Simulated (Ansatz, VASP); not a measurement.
# Cu in VASP and in Ansatz

```xyz
2
Lattice="2.4805 0.0000 0.0000 -1.2402 2.1482 0.0000 0.0000 0.0000 4.0890" Properties=species:S:1:pos:R:3 pbc="T T T"
Cu    0.0000    1.4321    1.0223
Cu    1.2402    0.7161    3.0668
```

Alike in both runs: functional LDA; k mesh 17 × 17 × 10; occupations fermi-dirac, width 0.1 eV; no spin polarisation.

Ansatz relaxed the structure, and its values are those at the end. VASP's run is a single point on that final structure, the one shown.

```csv
,VASP,Ansatz
version,VASP 6.6.1,Ansatz 0.2.0
potentials or method,"VASP PAW LDA potentials, release 64 (Cu_sv_GW)","PAW with Ansatz's default frozen-core files, scalar-relativistic"
plane-wave cutoff (eV),820,420
valence electrons in the cell,38,38
```

|  | VASP | Ansatz | Ansatz less VASP |
| --- | --- | --- | --- |
| pressure (GPa) | -0.8 | 0.0 | +0.81 |

LDA's correlation is that of Perdew and Zunger in VASP and of Perdew and Wang (1992) in Ansatz.
